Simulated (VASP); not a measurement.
# Cu3WS4 (P-43m) in VASP: single point with r2SCAN

Aim: the single point of Cu3WS4 with r2SCAN.

All numbers are computed with VASP 6.6.1; they aren't measurements. Logs are shortened: lines on timing, memory, paths and dates and some standing lists are left out, and cuts for length are marked.

### Step 1. The cell of the first run

It takes space group P-43m (No. 215, cubic). Conventional cell: a = 5.488 Å, b = 5.488 Å, c = 5.488 Å, α = 90.00°, β = 90.00°, γ = 90.00°. Cu (site symmetry -42m) has 4 S at 2.35 Å and 2 W at 2.74 Å within 3.1 Å. W (site symmetry -43m) has 4 S at 2.29 Å and 6 Cu at 2.74 Å within 3.0 Å. Within 3.0 Å of S (site symmetry 3m) lie 1 W at 2.29 Å and 3 Cu at 2.35 Å.

### Step 2. Single point, r2SCAN

Input file POSCAR:

```
Cu3WS4
1.0
    5.4877180000      0.0000000000      0.0000000000
    0.0000000000      5.4877180000      0.0000000000
    0.0000000000      0.0000000000      5.4877180000
Cu W S
3 1 4
Direct
    0.5000000000      0.0000000000      0.0000000000
    0.0000000000      0.5000000000      0.0000000000
    0.0000000000      0.0000000000      0.5000000000
    0.0000000000      0.0000000000      0.0000000000
    0.2406625214      0.2406625214      0.2406625214
    0.2406625214      0.7593374786      0.7593374786
    0.7593374786      0.7593374786      0.2406625214
    0.7593374786      0.2406625214      0.7593374786
```

Input file INCAR.step1:

```
  PREC = Accurate
  ENCUT = 660
  ISMEAR = -1
  SIGMA = 0.1
  LREAL = F
  LASPH = T
  NELM = 120
  NBANDS = 46
  GGA = PE
  ALGO = Normal
  EDIFF = 1E-5
  LWAVE = T
  LCHARG = F
  GGA_COMPAT = F
```

Input file INCAR.step2:

```
  PREC = Accurate
  ENCUT = 660
  EDIFF = 1E-6
  ISMEAR = -1
  SIGMA = 0.1
  LREAL = F
  LASPH = T
  NELM = 120
  ALGO = Normal
  ISIF = 2
  LWAVE = F
  LCHARG = F
  METAGGA = R2SCAN
  LMIXTAU = T
  NBANDS = 46
  ISTART = 1
  GGA_COMPAT = F
```

Input file KPOINTS:

```
Automatic mesh
0
Gamma
  6 6 6
```

Potentials or basis: VASP PAW PBE potentials, release 64 (Cu, W_sv, S).

On the command line:

```
cat potpaw_PBE.64/Cu/POTCAR potpaw_PBE.64/W_sv/POTCAR potpaw_PBE.64/S/POTCAR > POTCAR
cp INCAR.step1 INCAR
mpirun -np 1 vasp_std > vasp.out
cp INCAR.step2 INCAR
mpirun -np 1 vasp_std > vasp.out
```

OUTCAR:

```text
PREC = Accurate
   ENCUT = 660
   EDIFF = 1E-6
   ISMEAR = -1
   LREAL = F
   LASPH = T
   NELM = 120
   ISIF = 2
   METAGGA = R2SCAN
   ISTART = 1

 ion  position               nearest neighbor table
   1  0.500  0.000  0.000-   5 2.35   6 2.35   7 2.35   8 2.35   4 2.74   4 2.74
   2  0.000  0.500  0.000-   5 2.35   6 2.35   7 2.35   8 2.35   4 2.74   4 2.74
   3  0.000  0.000  0.500-   5 2.35   6 2.35   7 2.35   8 2.35   4 2.74   4 2.74
   4  0.000  0.000  0.000-   5 2.29   6 2.29   7 2.29   8 2.29   2 2.74   3 2.74   1 2.74   3 2.74
                             2 2.74   1 2.74
   5  0.241  0.241  0.241-   4 2.29   2 2.35   3 2.35   1 2.35
   6  0.241  0.759  0.759-   4 2.29   2 2.35   3 2.35   1 2.35
   7  0.759  0.759  0.241-   4 2.29   2 2.35   3 2.35   1 2.35
   8  0.759  0.241  0.759-   4 2.29   2 2.35   3 2.35   1 2.35

  LATTYP: Found a simple cubic cell.
 ALAT       =     5.4877180000

  Lattice vectors:

 A1 = (   5.4877180000,   0.0000000000,   0.0000000000)
 A2 = (   0.0000000000,   5.4877180000,   0.0000000000)
 A3 = (   0.0000000000,   0.0000000000,   5.4877180000)

Analysis of symmetry for initial positions (statically):
=====================================================================
 Subroutine PRICEL returns:
 Original cell was already a primitive cell.

 Routine SETGRP: Setting up the symmetry group for a
 simple cubic supercell.

 Subroutine GETGRP returns: Found 24 space group operations
 (whereof 24 operations were pure point group operations)
 out of a pool of 48 trial point group operations.

The static configuration has the point symmetry T_d .

Analysis of symmetry for dynamics (positions and initial velocities):
=====================================================================
 Subroutine PRICEL returns:
 Original cell was already a primitive cell.

 Routine SETGRP: Setting up the symmetry group for a
 simple cubic supercell.

 Subroutine GETGRP returns: Found 24 space group operations
 (whereof 24 operations were pure point group operations)
 out of a pool of 48 trial point group operations.

The dynamic configuration has the point symmetry T_d .

 Subroutine INISYM returns: Found 24 space group operations
 (whereof 24 operations are pure point group operations),
 and found     1 'primitive' translations

----------------------------------------------------------------------------------------
[... 104 lines left out ...]
   IBRION =     -1    ionic relax: 0-MD 1-quasi-New 2-CG
   NFREE  =      0    steps in history (QN), initial steepest desc. (CG)
   ISIF   =      2    stress and relaxation
   ISYM   =      2    0-nonsym 1-usesym 2-fastsym
   POTIM  = 0.5000    time-step for ionic-motion
   TEBEG  =    0.0;   TEEND  =   0.0 temperature during run
   PSTRESS=    0.0 pullay stress
   NELECT =      71.0000    total number of electrons
   NUPDOWN=      -1.0000    fix difference up-down
   EMIN   =  10.00;   EMAX   =-10.00  energy-range for DOS
   EFERMI =   0.00;   METHOD = LEGACY
   ISMEAR =    -1;   SIGMA  =   0.10  broadening in eV -4-tet -1-fermi 0-gaus
   EFERMI_NEDOS =   21; number of points for ismear=-14 and -15
   IALGO  =     38    algorithm
   IMIX   =      4    mixing-type and parameters
     AMIX     =   0.40;   BMIX     =  1.00
     AMIX_MAG =   1.60;   BMIX_MAG =  1.00
  volume/ion in A,a.u.               =      20.66       139.41
  Fermi-wavevector in a.u.,A,eV,Ry     =   1.235291  2.334361 20.761715  1.525943
  Thomas-Fermi vector in A             =   2.369946
   LORBIT       =      0    0 simple, 1 ext, 2 COOP (PROOUT), +10 PAW based schemes
   METAGGA = R2SCAN    functional components
   LHFCALC =     F    Hartree Fock is set to
   AEXX    =    0.0000 exact exchange contribution
   IVDW    =     0    specifies the selected vdW correction
   LEPSILON=     F    determine dielectric tensor
   LRPA    =     F    only Hartree local field effects (RPA)
 non-spin polarized calculation
  energy-cutoff  :      660.00
  volume of cell :      165.26
 maximum number of plane-waves:      6403
 NGX is ok and might be reduce to    48
   NGX = 23   NGY = 23   NGZ = 23

 number of electron      71.0000010 magnetization

 Free energy of the ion-electron system (eV)
  ---------------------------------------------------
  ext. energy  EPLUGINS =         0.00000000
  ---------------------------------------------------
  free energy    TOTEN  =      -119.09614021 eV

  energy without entropy =     -118.91407087  energy(sigma->0) =     -119.00510554

 E-fermi :   5.3150     XC(G=0): -10.0615

 val. band max:        5.3031896694   @ k =   0.1667   0.0000   0.0000
 cond. band min:       5.3298971437   @ k =   0.3333   0.1667   0.1667
 fundamental gap:      0.0267074743
 Fermi energy:         5.3149529066

 k-point     1 :       0.0000    0.0000    0.0000
  band No.  band energies     occupation
      1     -72.3544      2.00000
      2     -36.0332      2.00000
      3     -36.0332      2.00000
      4     -36.0332      2.00000
      5     -10.9334      2.00000
      6      -9.7059      2.00000
[... 969 lines left out ...]
     45      10.9537      0.00000
     46      10.9537      0.00000

------------------------ aborting loop because EDIFF is reached ----------------------------------------

  FORCE on cell =-STRESS in cart. coord.  units (eV):
  Direction    XX          YY          ZZ          XY          YZ          ZX
  --------------------------------------------------------------------------------------
  -------------------------------------------------------------------------------------
  Total       -1.0268612     -1.0268612     -1.0268612      0.0000000     -0.0000000      0.0000000
  in kB       -9.9551311     -9.9551311     -9.9551311      0.0000000     -0.0000000      0.0000000
  external PRESSURE =      -9.9551311 kB  Pullay stress =       0.0000000 kB

 VOLUME and BASIS-vectors are now :
 -----------------------------------------------------------------------------
  energy-cutoff  :      660.00
  volume of cell :      165.26
      direct lattice vectors                 reciprocal lattice vectors
     5.487718000  0.000000000  0.000000000     0.182225107  0.000000000  0.000000000
     0.000000000  5.487718000  0.000000000     0.000000000  0.182225107  0.000000000
     0.000000000  0.000000000  5.487718000     0.000000000  0.000000000  0.182225107

 POSITION                                       TOTAL-FORCE (eV/Angst)
 -----------------------------------------------------------------------------------
      2.74386      0.00000      0.00000        -0.000000     -0.000000     -0.000000
      0.00000      2.74386      0.00000        -0.000000     -0.000000     -0.000000
      0.00000      0.00000      2.74386         0.000000     -0.000000     -0.000000
      0.00000      0.00000      0.00000         0.000000     -0.000000     -0.000000
      1.32069      1.32069      1.32069         0.007493      0.007493      0.007493
      1.32069      4.16703      4.16703         0.007493     -0.007493     -0.007493
      4.16703      4.16703      1.32069        -0.007493     -0.007493      0.007493
      4.16703      1.32069      4.16703        -0.007493      0.007493     -0.007493
 -----------------------------------------------------------------------------------
    total drift:                               -0.000000     -0.000000      0.000000

  FREE ENERGIE OF THE ION-ELECTRON SYSTEM (eV)
  ---------------------------------------------------
  free  energy   TOTEN  =      -119.0961402075 eV

  energy  without entropy=     -118.9140708723  energy(sigma->0) =     -119.00510554
```

OUTCAR.step1:

```text
PREC = Accurate
   ENCUT = 660
   ISMEAR = -1
   LREAL = F
   LASPH = T
[... 1217 lines left out ...]
      1.32069      1.32069      1.32069         0.151047      0.151047      0.151047
      1.32069      4.16703      4.16703         0.151047     -0.151047     -0.151047
      4.16703      4.16703      1.32069        -0.151047     -0.151047      0.151047
      4.16703      1.32069      4.16703        -0.151047      0.151047     -0.151047
 -----------------------------------------------------------------------------------
    total drift:                                0.000000      0.000000      0.000000

  FREE ENERGIE OF THE ION-ELECTRON SYSTEM (eV)
  ---------------------------------------------------
  free  energy   TOTEN  =       -43.2771042294 eV

  energy  without entropy=      -43.0883819555  energy(sigma->0) =      -43.18274309
```

OSZICAR.step1:

```text
N       E                     dE             d eps       ncg     rms          rms(c)
DAV:   1     0.792450565942E+03    0.79245E+03   -0.35224E+04  1840   0.212E+03
DAV:   2     0.764011321148E+02   -0.71605E+03   -0.68807E+03  1876   0.508E+02
DAV:   3    -0.379761708714E+02   -0.11438E+03   -0.10998E+03  2388   0.205E+02
DAV:   4    -0.477855895171E+02   -0.98094E+01   -0.96428E+01  2872   0.597E+01
DAV:   5    -0.479900017779E+02   -0.20441E+00   -0.20387E+00  2856   0.100E+01    0.329E+01
DAV:   6    -0.485211724040E+02   -0.53117E+00   -0.72313E+01  2514   0.150E+02    0.208E+01
DAV:   7    -0.430903667237E+02    0.54308E+01   -0.24445E+01  2632   0.116E+02    0.106E+01
DAV:   8    -0.434054044615E+02   -0.31504E+00   -0.50878E+00  3002   0.154E+01    0.416E+00
DAV:   9    -0.432818027948E+02    0.12360E+00   -0.53784E-01  2946   0.114E+01    0.140E+00
DAV:  10    -0.432762435110E+02    0.55593E-02   -0.72620E-02  2952   0.359E+00    0.102E+00
DAV:  11    -0.432783669707E+02   -0.21235E-02   -0.23439E-02  2980   0.187E+00    0.479E-01
DAV:  12    -0.432770916497E+02    0.12753E-02   -0.34755E-03  2784   0.112E+00    0.176E-01
DAV:  13    -0.432770731948E+02    0.18455E-04   -0.68644E-04  2912   0.316E-01    0.667E-02
DAV:  14    -0.432771050136E+02   -0.31819E-04   -0.11297E-04  2724   0.115E-01    0.518E-02
DAV:  15    -0.432771042294E+02    0.78420E-06   -0.19544E-05  1360   0.101E-01
   1 F= -.43277104E+02 E0= -.43182743E+02  d E =-.188722E+00
```

Run time: 9.5 min. Hardware: 1 thread of Intel Xeon Platinum 8375C at 2.90GHz (Ice Lake), shared host; peak memory 0.49 GiB.

What came out:

```yaml
Free_energy: -119.0961 eV
Pressure: -1.0 GPa
Largest_force: 0.013 eV/Å
Band_gap_on_the_k_mesh: zero (an odd number of electrons rules out a gap without spin polarisation)
```

Forces in eV/Å, atoms in the order of the input:
```
Cu   0.000  0.000  0.000
Cu   0.000  0.000  0.000
Cu   0.000  0.000  0.000
W    0.000  0.000  0.000
S    0.007  0.007  0.007
S    0.007 -0.007 -0.007
S   -0.007 -0.007  0.007
S   -0.007  0.007 -0.007
```

Caveat: the PAW data sets were made with another functional, which shifts forces and pressure a little; spin-orbit coupling is left out, which moves the levels of the heavy elements.

The gap in the log of VASP goes by the Fermi energy; the results here count the filled bands.